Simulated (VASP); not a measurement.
A run of VASP 6.6.1 is set up as follows.

The input INCAR:

```
SYSTEM = B
PREC = Accurate
ENCUT = 520
EDIFF = 1E-6
ISMEAR = 0
SIGMA = 0.1
LREAL = .FALSE.
LASPH = .TRUE.
NELM = 60
ALGO = Normal
ISIF = 2
LWAVE = .FALSE.
LCHARG = .TRUE.
GGA = PE
LELF = .TRUE.
LVHAR = .TRUE.
NBANDS = 14
```

File KPOINTS:

```
Automatic mesh
0
G
  8 8 4
  0 0 0
```

POSCAR

```
B
1.0
    2.0183250730     -1.3339584735      0.0000000000
    2.0183250730      1.3339584735      0.0000000000
    0.0000000000      0.0000000000      5.4415490596
B
4
Direct
    0.8500000000      0.1500000000      0.1170000000
    0.6500000000      0.3500000000      0.6170000000
    0.1500000000      0.8500000000      0.8830000000
    0.3500000000      0.6500000000      0.3830000000
```

Potentials or basis: VASP PAW PBE potentials, release 64 (B).

The run is started by

```bash
$ cat potpaw_PBE.64/B/POTCAR > POTCAR
$ mpirun -np 1 vasp_std > vasp.out
```

Task: What does it give for the largest force?

Result: 5.514 eV/Å.

Task: Estimate the pressure.

Result: 12.5 GPa.

Task: Predict the band gap on the k mesh.

Result: Zero (bands 6 and 7 overlap by 7.36 eV).

Stress tensor (GPa, compression positive):
```
-7.41  0.00  0.00
 0.00  0.89  0.00
 0.00  0.00 43.92
```

Caveat: the stress differs along the axes, from -7 to 44 GPa; forces of over 1 eV/Å act on the atoms, so gaps and moduli don't describe the material at rest.
